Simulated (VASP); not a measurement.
Write the native input for VASP 6.6.1 that does the following.

```
Task                   : relaxation of cell and atoms
Functional             : PBE
Potentials or basis    : VASP PAW PBE potentials, release 64 (Au)
Cutoff                 : 600 eV
k mesh                 : 11 × 11 × 11
Occupations            : gaussian, width 0.1 eV
Spin                   : no spin polarisation
Target pressure        : 20 GPa
Dipole correction      : no
Further INCAR settings : ALGO = Normal; EDIFF = 1e-06; IBRION = 2; EDIFFG = -0.01; NSW = 80; ISIF = 3
```

The structure of Au lies in POSCAR:

```
Au
1.0
    1.6150000000      1.6150000000      1.6150000000
   -1.6150000000      1.6150000000      1.6150000000
   -1.6150000000     -1.6150000000      1.6150000000
Au
1
Direct
    0.0000000000      0.0000000000      0.0000000000
```

These files were run (other wordings do the same):

INCAR

```
SYSTEM = Au
PREC = Accurate
ENCUT = 600
EDIFF = 1E-6
ISMEAR = 0
SIGMA = 0.1
LREAL = .False.
LASPH = .True.
NELM = 60
ALGO = Normal
ISIF = 3
LWAVE = .False.
LCHARG = .False.
GGA = PE
IBRION = 2
NSW = 80
EDIFFG = -0.01
PSTRESS = 200.0
```

KPOINTS

```
regular mesh
0
Gamma
  11 11 11
  0 0 0
```

Potentials or basis: VASP PAW PBE potentials, release 64 (Au).

Run with:

```console
$ cat potpaw_PBE.64/Au/POTCAR > POTCAR
$ mpirun -np 1 vasp_std > vasp.out
```

It gave:

```json
{
 "Relaxed volume": "16.21 Å³/atom",
 "Relaxed cell": "a = 2.761 Å, b = 2.761 Å, c = 2.761 Å, α = 70.53°, β = 109.47°, γ = 70.53°",
 "Space group after relaxing (to 0.05 Å)": "Im-3m (No. 229)",
 "Energy change on relaxing (the enthalpy is what falls)": "+61.9 meV/atom",
 "Ionic steps": "4",
 "Pressure after relaxing": "20.0 GPa"
}
```

Caveat: the cell is relaxed towards a set pressure, so the enthalpy falls and the energy may rise.

It took 15 s on 1 thread of AMD EPYC 9R45 96-Core Processor (Zen 5) (shared host), peak memory 0.12 GiB.
